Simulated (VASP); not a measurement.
Wanted: the native input for a VASP 6.6.1 run.

| Item | Value |
| --- | --- |
| Task | single point |
| Functional | PBEsol |
| Potentials or basis | VASP PAW PBE potentials, release 64 (Ag) |
| Cutoff | 520 eV |
| k mesh | 6 × 6 × 6 |
| Occupations | gaussian, width 0.1 eV |
| Spin | no spin polarisation |
| Dipole correction | no |
| Further INCAR settings | ALGO = Normal; EDIFF = 1e-06; NBANDS = 24 |

The structure of Ag lies in POSCAR:

```
Ag
1.0
    4.6569077874      0.0000000000      0.0000000000
   -2.3284538937      4.0330004469      0.0000000000
    0.0000000000      0.0000000000      2.7218625350
Ag
3
Direct
    0.0000000000      0.0000000000      0.0000000000
    0.3333333333      0.6666666667      0.5000000000
    0.6666666667      0.3333333333      0.5000000000
```

The input as run:

INCAR

```
SYSTEM = Ag
PREC     = Accurate       ! precision mode
ENCUT    = 520            ! plane-wave cutoff, eV
EDIFF    = 1E-6           ! SCF threshold, eV
ISMEAR   = 0              ! smearing method
SIGMA    = 0.1            ! smearing width, eV
LREAL    = .FALSE.        ! projectors in reciprocal space
LASPH    = .TRUE.         ! aspherical terms in the spheres
NELM     = 80             ! most SCF steps
ALGO     = Normal         ! electronic algorithm
ISIF     = 2              ! what is computed and relaxed
LWAVE    = .FALSE.        ! write WAVECAR
LCHARG   = .FALSE.        ! write CHGCAR
GGA      = PS             ! functional
NBANDS   = 24             ! bands
```

KPOINTS

```
regular mesh
0
G
  6 6 6
  0 0 0
```

Potentials or basis: VASP PAW PBE potentials, release 64 (Ag).

Launch:

```console
$ cat potpaw_PBE.64/Ag/POTCAR > POTCAR
$ mpirun -np 1 vasp_std > vasp.out
```

Results of the run:

| Property | Result |
| --- | --- |
| Pressure | -0.2 GPa |

Caveat: the k points lie up to 0.38 Å⁻¹ apart; the PAW data sets were made with another functional, which shifts forces and pressure a little.

Run time: 42 s on 1 thread of AMD EPYC 7R43 64-Core Processor (Zen 3), with other jobs on the host, peak memory 0.14 GiB.
